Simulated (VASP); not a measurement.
PbS, 4 atoms in the cell. It takes space group I4_1md (No. 109, tetragonal). Conventional cell: a = 3.482 Å, b = 3.482 Å, c = 11.783 Å, α = 90.00°, β = 90.00°, γ = 90.00°. Pb (site symmetry 2mm) has 6 S at 2.62 to 2.65 Å and 8 Pb at 3.42 to 3.48 Å within 3.5 Å. Within 3.5 Å of S (site symmetry 2mm) lie 6 Pb at 2.62 to 2.65 Å and 8 S at 3.42 to 3.48 Å. 

```yaml
Program: VASP 6.6.1
Task: single point
Functional: PBE
Potentials_or_basis: VASP PAW PBE potentials, release 64 (Pb_d, S)
Cutoff: 520 eV
k_mesh: 8 × 8 × 8
Occupations: gaussian, width 0.1 eV
Spin: no spin polarisation
Dipole_correction: no
Further_INCAR_settings: ALGO = Normal; EDIFF = 1e-06; NBANDS = 28
```

Potentials or basis: VASP PAW PBE potentials, release 64 (Pb_d, S).

Run with:

```sh
$ cat potpaw_PBE.64/Pb_d/POTCAR potpaw_PBE.64/S/POTCAR > POTCAR
$ mpirun -np 1 vasp_std > vasp.out
```

Hardware: 1 thread of Intel(R) Xeon(R) 6975P-C (Granite Rapids), on a shared host.

Q: How long does it take, and how much memory?

A: Run time: 110 s on 1 thread of Intel(R) Xeon(R) 6975P-C (Granite Rapids) (shared host), peak memory 0.37 GiB. Counts: scf iterations 13, k points 59.
